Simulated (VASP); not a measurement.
LiF, 2 atoms in the cell. It takes space group P4/mmm (No. 123, tetragonal). The conventional cell has a = 2.659 Å, b = 2.659 Å, c = 2.516 Å, α = 90.00°, β = 90.00°, γ = 90.00°. Li (site symmetry 4/mmm) has 8 F at 2.26 Å and 6 Li at 2.52 to 2.66 Å within 3.0 Å. Within 3.0 Å of F (site symmetry 4/mmm) lie 8 Li at 2.26 Å and 6 F at 2.52 to 2.66 Å.  This cell differs from its parent crystal: biaxial xy strain +5.7%.

* Program: VASP 6.6.1
* Task: single point
* Functional: PBE
* Potentials or basis: VASP PAW PBE potentials, release 64 (Li_sv, F)
* Cutoff: 520 eV
* k mesh: 10 × 10 × 10
* Occupations: fermi-dirac, width 0.02 eV
* Spin: no spin polarisation
* Dipole correction: no
* Further INCAR settings: ALGO = Normal; EDIFF = 1e-06; NBANDS = 12

Potentials or basis: VASP PAW PBE potentials, release 64 (Li_sv, F).

Run with:

```sh
$ cat potpaw_PBE.64/Li_sv/POTCAR potpaw_PBE.64/F/POTCAR > POTCAR
$ mpirun -np 1 vasp_std > vasp.out
```

Hardware: 1 thread of Intel(R) Xeon(R) Platinum 8488C (Sapphire Rapids) (shared host).

Problem. How long does it take, and how much memory?

Solution. Wall time 14 s on 1 thread of Intel(R) Xeon(R) Platinum 8488C (Sapphire Rapids) (shared host), peak memory 0.13 GiB. Counts: scf iterations 11, k points 126.
